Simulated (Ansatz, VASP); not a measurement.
# MgO2 in VASP and in Ansatz

Contents of INCAR:

```
SYSTEM = MgO2
PREC = Accurate
ENCUT = 520
EDIFF = 1E-6
ISMEAR = 0
SIGMA = 0.05
LREAL = .False.
LASPH = .True.
NELM = 100
ALGO = Normal
ISIF = 2
LWAVE = .False.
LCHARG = .False.
GGA = PS
NBANDS = 14
```

Contents of KPOINTS:

```
Automatic mesh
0
Gamma
  12 12 12
  0 0 0
```

Contents of POSCAR:

```
MgO2
1.0
    1.5405705754      0.8894488364      3.2144605649
   -1.5405705754      0.8894488364      3.2144605649
    0.0000000000     -1.7788976728      3.2144605649
Mg O
1 2
Direct
    0.0000000000      0.0000000000      0.0000000000
    0.4287860000      0.4287860000      0.4287860000
    0.5712140000      0.5712140000      0.5712140000
```

Input for Ansatz:

```yaml
crystal:
  lattice:
    - [1.5405705754, 0.8894488364, 3.2144605649]
    - [-1.5405705754, 0.8894488364, 3.2144605649]
    - [0.0, -1.7788976728, 3.2144605649]
  atoms:
    - { symbol: Mg, position: [0.0, 0.0, 0.0] }
    - { symbol: O, position: [0.428786, 0.428786, 0.428786] }
    - { symbol: O, position: [0.571214, 0.571214, 0.571214] }
basis:
  ecutwfc: 420
kpoints:
  mp_grid: { grid: [12, 12, 12] }
hamiltonian:
  xc: pbesol
scf:
  occupations: { method: gaussian, width: 0.05 }
output:
  forces: true
  stress: true
  eigenvalues: true
```

Change from the starting cell: strain -0.040 along x and y, -0.080 along z, atoms carried along.

Alike in both runs: task single point; functional PBEsol; k mesh 12 × 12 × 12; occupations gaussian, width 0.05 eV; no spin polarisation.

```csv
,VASP,Ansatz
version,VASP 6.6.1,Ansatz 0.2.0
potentials or method,"VASP PAW PBE potentials, release 64 (Mg, O), cutoff 520 eV","scalar-relativistic, plane waves, PAW"
valence electrons in the cell,14,22
```

|  | VASP | Ansatz | Ansatz less VASP |
| --- | --- | --- | --- |
| gap on the k mesh at the Fermi level (eV) | 3.53 | 3.55 | +0.016 |
| least direct gap on the mesh (eV) | 3.75 | 3.77 | +0.022 |
| pressure (GPa) | 27.8 | 27.4 | -0.37 |
| traceless stress, the component that is largest in VASP (GPa) | 27.85 | 25.85 | -1.997 |
| rms of the force components (eV/Å) | 1.192 | 1.045 | -0.1471 |

VASP's potentials were made for PBE, not for PBEsol. Atom by atom the forces differ by 0.147 eV/Å (rms over components). With one functional, cell and mesh, what is left measures potentials, basis and numerics. VASP's potentials hold 14 valence electrons a cell and Ansatz's 22, so a difference there can come from the potentials and not from the codes.
